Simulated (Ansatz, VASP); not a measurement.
GaC in VASP and in Ansatz

INCAR

```
PREC = Accurate ; ENCUT = 600
EDIFF = 1E-7 ; ISMEAR = 0
SIGMA = 0.1 ; LREAL = F
LASPH = T ; NELM = 120
ALGO = Normal ; ISIF = 3
LWAVE = F ; LCHARG = F
GGA = PE ; IBRION = 2
NSW = 100 ; EDIFFG = -0.01
GGA_COMPAT = F ; NELMIN = 4
```

File KPOINTS:

```
regular mesh
0
Gamma
  20 20 20
```

POSCAR

```
GaC
1.0
    2.8181395409      0.0000000000      0.0000000000
    0.0000000000      2.8181395409      0.0000000000
    0.0000000000      0.0000000000      2.8181395409
Ga C
1 1
Direct
    0.0000000000      0.0000000000      0.0000000000
    0.5000000000      0.5000000000      0.5000000000
```

Input for Ansatz:

```yaml
crystal:
  lattice:
    - [2.8181395409, 0.0, 0.0]
    - [0.0, 2.8181395409, 0.0]
    - [0.0, 0.0, 2.8181395409]
  atoms:
    - { symbol: Ga, position: [0.0, 0.0, 0.0] }
    - { symbol: C, position: [0.5, 0.5, 0.5] }
basis:
  ecutwfc: 420
kpoints:
  mp_grid: { grid: [20, 20, 20] }
hamiltonian:
  xc: pbe
scf:
  occupations: { method: gaussian, width: 0.1 }
output:
  forces: true
  stress: true
  eigenvalues: true
relax:
  adjacent_minimum: "off"
  f_tol: 0.01
  max_steps: 80
  cell: { stress_tol: 0.05 }
```

Alike in both runs: task relaxation of cell and atoms; functional PBE; k mesh 20 × 20 × 20; occupations gaussian, width 0.1 eV; no spin polarisation.

|  | VASP | Ansatz |
| --- | --- | --- |
| version | VASP 6.6.1 | Ansatz 0.2.0 |
| potentials or method | VASP PAW PBE potentials, release 64 (Ga_d, C), cutoff 600 eV | scalar-relativistic, plane waves, PAW |
| valence electrons in the cell | 17 | 17 |

Ansatz gave:

* gap on the k mesh at the Fermi level, each at its own relaxed structure (eV): none
* relaxed volume (Å³/atom): 11.11
* relaxed cell length with the largest relative difference (Å): 2.811

Question: What did VASP give for the same quantities?

Answer: gap on the k mesh at the Fermi level, each at its own relaxed structure (eV): none; relaxed volume (Å³/atom): 11.13; relaxed cell length with the largest relative difference (Å): 2.813.

A gap of «none» marks a metal or a gap that the smearing closes.
